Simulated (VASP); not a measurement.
Input of a VASP 6.6.1 run:

INCAR

```
  PREC = Accurate
  ENCUT = 520
  EDIFF = 1E-6
  ISMEAR = -1
  SIGMA = 0.05
  LREAL = F
  LASPH = T
  NELM = 80
  ALGO = Normal
  ISIF = 2
  LWAVE = F
  LCHARG = T
  GGA = PE
  LELF = T
  LVHAR = T
  NBANDS = 15
```

The input KPOINTS:

```
Automatic mesh
0
Gamma
  8 8 8
```

POSCAR

```
KF
1.0
    3.2805381124      0.0000000000      0.0000000000
    0.0000000000      3.2805381124      0.0000000000
    0.0000000000      0.0000000000      3.2805381124
K F
1 1
Direct
    0.0000000000      0.0000000000      0.0000000000
    0.5000000000      0.5000000000      0.5000000000
```

Potentials or basis: VASP PAW PBE potentials, release 64 (K_sv, F).

Launch:

```sh
$ cat potpaw_PBE.64/K_sv/POTCAR potpaw_PBE.64/F/POTCAR > POTCAR
$ mpirun -np 1 vasp_std > vasp.out
```

Q: Estimate the band gap on the k mesh.

A: 6.12 eV, indirect (least direct gap 6.18 eV).

Q: What does it give for the pressure?

A: -0.6 GPa.

 A k mesh can miss the band edges.
